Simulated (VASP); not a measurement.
# Pt (P6_3/mmc) in VASP: notebook

Pt is run at these levels: PBE; tasks: single point.

Program: VASP 6.6.1. These are calculated values, not measurements. Logs are shortened: lines on timing, memory, paths and dates and some standing lists are left out, and cuts for length are marked.

### 1 The cell of the first run

It takes space group P6_3/mmc (No. 194, hexagonal). The conventional cell has a = 2.565 Å, b = 2.565 Å, c = 4.841 Å, α = 90.00°, β = 90.00°, γ = 120.00°. Within 3.4 Å of Pt (site symmetry -6m2) lie 12 Pt at 2.57 to 2.84 Å.

### 2 Single point, PBE

The input, INCAR:

```
ALGO = Fast ; EDIFF = 1E-6
ENCUT = 520 ; GGA = PE
ISIF = 2 ; ISMEAR = 0
LASPH = T ; LCHARG = T
LELF = T ; LREAL = F
LVHAR = T ; LWAVE = F
NBANDS = 17 ; NELM = 60
PREC = Accurate ; SIGMA = 0.15
```

The input, KPOINTS:

```
k-points
0
Gamma
  18 18 10
```

The input, POSCAR:

```
Pt
1.0
    2.5654000000      0.0000000000      0.0000000000
   -1.2827000000      2.2217015709      0.0000000000
    0.0000000000      0.0000000000      4.8412000000
Pt
2
Direct
    0.6666666667      0.3333333333      0.7500000000
    0.3333333333      0.6666666667      0.2500000000
```

Potentials or basis: VASP PAW PBE potentials, release 64 (Pt).

Command:

```console
$ cat potpaw_PBE.64/Pt/POTCAR > POTCAR
$ mpirun -np 1 vasp_std > vasp.out
```

OUTCAR:

```text
EDIFF = 1E-6
   ENCUT = 520
   GGA = PE
   ISIF = 2
   ISMEAR = 0
   LASPH = T
   LREAL = F
   NELM = 60
   PREC = Accurate

 ion  position               nearest neighbor table
   1  0.667  0.333  0.750-   2 2.84   2 2.84   2 2.84   2 2.84   2 2.84   2 2.84
   2  0.333  0.667  0.250-   1 2.84   1 2.84   1 2.84   1 2.84   1 2.84   1 2.84

  LATTYP: Found a hexagonal cell.
 ALAT       =     2.5654000000
 C/A-ratio  =     1.8871131208

  Lattice vectors:

 A1 = (   2.5654000000,   0.0000000000,   0.0000000000)
 A2 = (  -1.2827000000,   2.2217015709,   0.0000000000)
 A3 = (   0.0000000000,   0.0000000000,   4.8412000000)

Analysis of symmetry for initial positions (statically):
=====================================================================
 Subroutine PRICEL returns:
 Original cell was already a primitive cell.

 Routine SETGRP: Setting up the symmetry group for a
 hexagonal supercell.

 Subroutine GETGRP returns: Found 24 space group operations
 (whereof 12 operations were pure point group operations)
 out of a pool of 24 trial point group operations.

The static configuration has the point symmetry D_3d.
 The point group associated with its full space group is D_6h.

Analysis of symmetry for dynamics (positions and initial velocities):
=====================================================================
 Subroutine PRICEL returns:
 Original cell was already a primitive cell.

 Routine SETGRP: Setting up the symmetry group for a
 hexagonal supercell.

 Subroutine GETGRP returns: Found 24 space group operations
 (whereof 12 operations were pure point group operations)
 out of a pool of 24 trial point group operations.

The dynamic configuration has the point symmetry D_3d.
 The point group associated with its full space group is D_6h.

 Subroutine INISYM returns: Found 24 space group operations
 (whereof 12 operations are pure point group operations),
 and found     1 'primitive' translations

----------------------------------------------------------------------------------------

                                     Primitive cell

  volume of cell :      27.5927

  direct lattice vectors                    reciprocal lattice vectors
     2.565400000  0.000000000  0.000000000     0.389802760  0.225052728  0.000000000
    -1.282700000  2.221701571  0.000000000     0.000000000  0.450105457  0.000000000
     0.000000000  0.000000000  4.841200000     0.000000000  0.000000000  0.206560357

  length of vectors
     2.565400000  2.565400000  4.841200000     0.450105457  0.450105457  0.206560357

  position of ions in fractional coordinates (direct lattice)
     0.666666667  0.333333333  0.750000000
     0.333333333  0.666666667  0.250000000

  ion indices of the primitive-cell ions
   primitive index   ion index
                 1           1
                 2           2

----------------------------------------------------------------------------------------

 KPOINTS: k-points

Automatic generation of k-mesh.
 Grid dimensions read from file:
 generate k-points for:   18   18   10

 Generating k-lattice:

  Cartesian coordinates                     Fractional coordinates (reciprocal lattice)
     0.021655709  0.012502929  0.000000000     0.055555556 -0.000000000  0.000000000
     0.000000000  0.025005859  0.000000000     0.000000000  0.055555556  0.000000000
     0.000000000  0.000000000  0.020656036     0.000000000  0.000000000  0.100000000

  Length of vectors
     0.025005859  0.025005859  0.020656036

  Shift w.r.t. Gamma in fractional coordinates (k-lattice)
     0.000000000  0.000000000  0.000000000

 Subroutine IBZKPT returns following result:
 ===========================================

 Found    222 irreducible k-points:

 Following reciprocal coordinates:
            Coordinates               Weight
  0.000000  0.000000  0.000000      1.000000
  0.055556 -0.000000  0.000000      6.000000
  0.111111 -0.000000  0.000000      6.000000
  0.166667  0.000000  0.000000      6.000000
  0.222222 -0.000000  0.000000      6.000000
  0.277778  0.000000  0.000000      6.000000
[... 16 lines left out ...]
  0.333333  0.111111  0.000000     12.000000
  0.388889  0.111111  0.000000     12.000000
 [... further k-points ...]
   k-points           NKPTS =    222   k-points in BZ     NKDIM =    222   number of bands    NBANDS=     17
   number of dos      NEDOS =    301   number of ions     NIONS =      2
   total plane-waves  NPLWV =  14400
   dimension x,y,z NGX =    20 NGY =   20 NGZ =   36
   dimension x,y,z NGXF=    40 NGYF=   40 NGZF=   72
   ions per type =               2
   NGX,Y,Z   is equivalent  to a cutoff of  12.96, 12.96, 12.36 a.u.
   NGXF,Y,Z  is equivalent  to a cutoff of  25.92, 25.92, 24.72 a.u.
 SYSTEM =  unknown system
   PREC   = accura    normal or accurate (medium, high low for compatibility)
   ISTART =      0    job   : 0-new  1-cont  2-samecut
   ICHARG =      2    charge: 1-file 2-atom 10-const
   ISPIN  =      1    spin polarized calculation?
   LNONCOLLINEAR =      F non collinear calculations
   LSORBIT =      F    spin-orbit coupling
   LASPH  =      T    aspherical Exc in radial PAW
   ENCUT  =  520.0 eV  38.22 Ry    6.18 a.u.   4.77  4.77  9.00*2*pi/ulx,y,z
   NELM   =     60;   NELMIN=  2; NELMDL= -5     # of ELM steps
   EDIFF  = 0.1E-05   stopping-criterion for ELM
   LREAL  =      F    real-space projection
   EDIFFG = 0.1E-04   stopping-criterion for IOM
   NSW    =      0    number of steps for IOM
   IBRION =     -1    ionic relax: 0-MD 1-quasi-New 2-CG
   NFREE  =      0    steps in history (QN), initial steepest desc. (CG)
   ISIF   =      2    stress and relaxation
   ISYM   =      2    0-nonsym 1-usesym 2-fastsym
   POTIM  = 0.5000    time-step for ionic-motion
   TEBEG  =    0.0;   TEEND  =   0.0 temperature during run
   PSTRESS=    0.0 pullay stress
   NELECT =      20.0000    total number of electrons
   NUPDOWN=      -1.0000    fix difference up-down
   EMIN   =  10.00;   EMAX   =-10.00  energy-range for DOS
   EFERMI =   0.00;   METHOD = LEGACY
   ISMEAR =     0;   SIGMA  =   0.15  broadening in eV -4-tet -1-fermi 0-gaus
   EFERMI_NEDOS =   21; number of points for ismear=-14 and -15
   IALGO  =     68    algorithm
   IMIX   =      4    mixing-type and parameters
     AMIX     =   0.40;   BMIX     =  1.00
     AMIX_MAG =   1.60;   BMIX_MAG =  1.00
  volume/ion in A,a.u.               =      13.80        93.10
  Fermi-wavevector in a.u.,A,eV,Ry     =   1.470574  2.778982 29.423795  2.162588
  Thomas-Fermi vector in A             =   2.585814
   LORBIT       =      0    0 simple, 1 ext, 2 COOP (PROOUT), +10 PAW based schemes
   GGA     = PE    functional components
   LHFCALC =     F    Hartree Fock is set to
   AEXX    =    0.0000 exact exchange contribution
   IVDW    =     0    specifies the selected vdW correction
   LEPSILON=     F    determine dielectric tensor
   LRPA    =     F    only Hartree local field effects (RPA)
 non-spin polarized calculation
 RMM-DIIS sequential band-by-band and
 Gauss-broadening in eV      SIGMA  =   0.15
  energy-cutoff  :      520.00
  volume of cell :       27.59
 maximum number of plane-waves:       756
 NGX is ok and might be reduce to    20

 number of electron      19.9999999 magnetization

 Free energy of the ion-electron system (eV)
  ---------------------------------------------------
  ext. energy  EPLUGINS =         0.00000000
  ---------------------------------------------------
  free energy    TOTEN  =       -11.36893796 eV

  energy without entropy =      -11.34503589  energy(sigma->0) =      -11.35698692

 E-fermi :  12.9740     XC(G=0): -14.0044

 val. band max:       12.9735121096   @ k =   0.2222   0.2222   0.0000
 cond. band min:      12.9775142129   @ k =   0.2778   0.1111   0.3000
 fundamental gap:      0.0040021033
 Fermi energy:        12.9740267298

 k-point     1 :       0.0000    0.0000    0.0000
  band No.  band energies     occupation
      1       1.7888      2.00000
      2       4.1616      2.00000
      3       7.4480      2.00000
      4       8.6866      2.00000
      5       8.6866      2.00000
      6       9.0016      2.00000
[... 9 lines left out ...]
     16      30.0259      0.00000
     17      36.5676      0.00000

 k-point     2 :       0.0556   -0.0000    0.0000
  band No.  band energies     occupation
      1       1.9300      2.00000
      2       4.3031      2.00000
      3       7.5003      2.00000
      4       8.6079      2.00000
      5       8.8028      2.00000
      6       8.9151      2.00000
[... 9 lines left out ...]
     16      30.2927      0.00000
     17      35.1873      0.00000

 k-point     3 :       0.1111   -0.0000    0.0000
  band No.  band energies     occupation
      1       2.3394      2.00000
      2       4.7016      2.00000
      3       7.6103      2.00000
      4       8.4303      2.00000
      5       8.7215      2.00000
      6       9.1461      2.00000
[... 9 lines left out ...]
     16      30.9955      0.00000
     17      33.4907      0.00000

 k-point     4 :       0.1667    0.0000    0.0000
  band No.  band energies     occupation
      1       2.9703      2.00000
      2       5.2500      2.00000
      3       7.6395      2.00000
      4       8.1845      2.00000
      5       8.6968      2.00000
      6       8.7641      2.00000
[... 9 lines left out ...]
     16      31.6953      0.00000
     17      32.1670      0.00000
[... 343 lines left out ...]
      1       5.3574      2.00000
      2       5.8761      2.00000
      3       6.6920      2.00000
      4       7.8701      2.00000
      5       8.6349      2.00000
      6       8.8108      2.00000
[... 9 lines left out ...]
     16      28.3243      0.00000
     17      30.8754      0.00000

 k-point    23 :       0.3333    0.1111    0.0000
  band No.  band energies     occupation
      1       5.4542      2.00000
      2       5.6515      2.00000
      3       6.3504      2.00000
      4       8.4272      2.00000
      5       8.5830      2.00000
      6       9.2867      2.00000
[... 9 lines left out ...]
     16      27.6181      0.00000
     17      28.5762      0.00000

 k-point    24 :       0.3889    0.1111    0.0000
  band No.  band energies     occupation
      1       5.3457      2.00000
      2       5.5645      2.00000
      3       6.1414      2.00000
      4       8.4503      2.00000
      5       9.0179      2.00000
      6       9.4911      2.00000
[... 9 lines left out ...]
     16      26.8337      0.00000
     17      27.0902      0.00000

 [... further k-points ...]
[... 5 lines left out ...]
  --------------------------------------------------------------------------------------
  -------------------------------------------------------------------------------------
  Total       11.7654955     11.7654955      3.8856524      0.0000000      0.0000000      0.0000000
  in kB      683.1671383    683.1671383    225.6216072      0.0000000      0.0000000      0.0000000
  external PRESSURE =     530.6519613 kB  Pullay stress =       0.0000000 kB

 VOLUME and BASIS-vectors are now :
 -----------------------------------------------------------------------------
  energy-cutoff  :      520.00
  volume of cell :       27.59
      direct lattice vectors                 reciprocal lattice vectors
     2.565400000  0.000000000  0.000000000     0.389802760  0.225052728  0.000000000
    -1.282700000  2.221701571  0.000000000     0.000000000  0.450105457  0.000000000
     0.000000000  0.000000000  4.841200000     0.000000000  0.000000000  0.206560357

 POSITION                                       TOTAL-FORCE (eV/Angst)
 -----------------------------------------------------------------------------------
      1.28270      0.74057      3.63090        -0.000000      0.000000      0.000000
     -0.00000      1.48113      1.21030         0.000000     -0.000000      0.000000
 -----------------------------------------------------------------------------------
    total drift:                               -0.000000      0.000000     -0.000000

  FREE ENERGIE OF THE ION-ELECTRON SYSTEM (eV)
  ---------------------------------------------------
  free  energy   TOTEN  =       -11.3689379578 eV

  energy  without entropy=      -11.3450358903  energy(sigma->0) =      -11.35698692
```

Run time: 37 s. Hardware: 1 thread of Intel Xeon 6975P-C (Granite Rapids), shared host; peak memory 0.2 GiB.

Results:

| Quantity | Value |
| --- | --- |
| Free energy | -11.3689 eV |
| Pressure | 53.1 GPa |
| Band gap on the k mesh | zero (band 10 reaches 14.08 eV, above the bottom of band 11 at 12.14 eV) |

Stress tensor (GPa, compression positive):
```
68.32  0.00  0.00
 0.00 68.32  0.00
 0.00  0.00 22.56
```

Levels at points of the mesh, in eV from the Fermi level:
| k point | band 6 | band 7 | band 8 | band 9 | band 10 | band 11 | band 12 | band 13 | band 14 | band 15 |
| --- | --- | --- | --- | --- | --- | --- | --- | --- | --- | --- |
| (0.00, 0.00, 0.00) | -3.97 | -3.97 | -1.90 | -1.54 | -1.54 | -0.12 | -0.12 | 4.49 | 14.24 | 15.28 |
| (0.50, 0.00, 0.00) | -3.20 | -2.84 | -0.20 | 0.96 | 1.11 | 2.71 | 4.44 | 8.34 | 8.83 | 10.90 |
| (0.00, 0.00, 0.50) | -4.22 | -4.22 | -4.22 | -0.71 | -0.71 | -0.71 | -0.71 | 11.05 | 11.05 | 15.76 |
| (0.50, 0.00, 0.50) | -1.91 | -1.15 | -1.15 | 1.04 | 1.04 | 1.71 | 1.71 | 8.12 | 8.12 | 13.73 |

Caveat: spin-orbit coupling is left out, which moves the levels of the heavy elements.

### 3 Single point, PBE

This run uses another cell than the first one, of the same volume but with other edges.

The input, INCAR:

```
  PREC = Accurate
  ENCUT = 520
  EDIFF = 1E-6
  ISMEAR = 0
  SIGMA = 0.15
  LREAL = F
  LASPH = T
  NELM = 100
  ALGO = Normal
  ISIF = 2
  LWAVE = F
  LCHARG = F
  GGA = PE
  NBANDS = 17
```

The input, KPOINTS:

```
Automatic mesh
0
Gamma
  18 18 10
```

The input, POSCAR:

```
Pt
1.0
    2.6137000000      0.0000000000      0.0000000000
   -1.3068500000      2.2635305979      0.0000000000
    0.0000000000      0.0000000000      4.6618000000
Pt
2
Direct
    0.6666666667      0.3333333333      0.7500000000
    0.3333333333      0.6666666667      0.2500000000
```

Potentials or basis: VASP PAW PBE potentials, release 64 (Pt).

Command:

```console
$ cat potpaw_PBE.64/Pt/POTCAR > POTCAR
$ mpirun -np 1 vasp_std > vasp.out
```

It took 30 s on 1 thread of Intel Xeon 6975P-C (Granite Rapids), shared host; peak memory 0.2 GiB.

Results (log left out):

* Free energy: -11.5720 eV
* Pressure: 47.5 GPa
* Band gap on the k mesh: zero (band 10 reaches 13.82 eV, above the bottom of band 11 at 12.12 eV)

Stress tensor (GPa, compression positive):
```
53.79  0.00  0.00
 0.00 53.79  0.00
 0.00  0.00 34.97
```

Levels at points of the mesh, in eV from the Fermi level:
```csv
k point,band 8,band 9,band 10,band 11,band 12,band 13
"(0.00, 0.00, 0.00)",-2.02,-2.02,-1.54,-0.23,-0.23,5.27
"(0.50, 0.00, 0.00)",-0.05,0.58,0.80,2.62,4.34,8.08
"(0.00, 0.00, 0.50)",-4.22,-0.91,-0.91,-0.91,-0.91,12.26
"(0.50, 0.00, 0.50)",-1.17,0.70,0.70,1.69,1.69,7.73
```

Caveat: spin-orbit coupling is left out, which moves the levels of the heavy elements.

(Part 1 of 2 ends here.)
